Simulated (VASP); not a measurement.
Wanted: the native input for a VASP 6.6.1 run.

* Task: single point
* Functional: PBE
* Potentials or basis: VASP PAW PBE potentials, release 64 (Ge_d)
* Cutoff: 520 eV
* k mesh: 12 × 12 × 1
* Occupations: gaussian, width 0.1 eV
* Spin: no spin polarisation
* Dipole correction: yes
* Further INCAR settings: ALGO = Normal; EDIFF = 1e-06; NBANDS = 21

The structure of Ge lies in POSCAR:

```
Ge
1.0
    3.7910000000      0.0000000000      0.0000000000
   -1.8955000000      3.2831023057      0.0000000000
    0.0000000000      0.0000000000     28.0000000000
Ge
2
Direct
    0.3333333333      0.6666666667      0.5155714286
    0.6666666667      0.3333333333      0.4844285714
```

The input as run:

INCAR

```
  ALGO = Normal
  DIPOL = 0.5 0.5 0.500
  EDIFF = 1E-6
  ENCUT = 520
  GGA = PE
  IDIPOL = 3
  ISIF = 2
  ISMEAR = 0
  LASPH = True
  LCHARG = False
  LDIPOL = True
  LREAL = False
  LWAVE = False
  NBANDS = 21
  NELM = 80
  PREC = Accurate
  SIGMA = 0.1
```

KPOINTS

```
k-points
0
Gamma
  12 12 1
```

Potentials or basis: VASP PAW PBE potentials, release 64 (Ge_d).

Launch:

```bash
$ cat potpaw_PBE.64/Ge_d/POTCAR > POTCAR
$ mpirun -np 1 vasp_std > vasp.out
```

It gave:

| Property | Result |
| --- | --- |
| Largest force | 0.210 eV/Å |
| Band gap on the k mesh | zero (bands 14 and 15 overlap by 0.55 eV) |

Run time: 87 s on 1 thread of Intel(R) Xeon(R) 6975P-C (Granite Rapids), with other jobs on the host, peak memory 0.44 GiB.
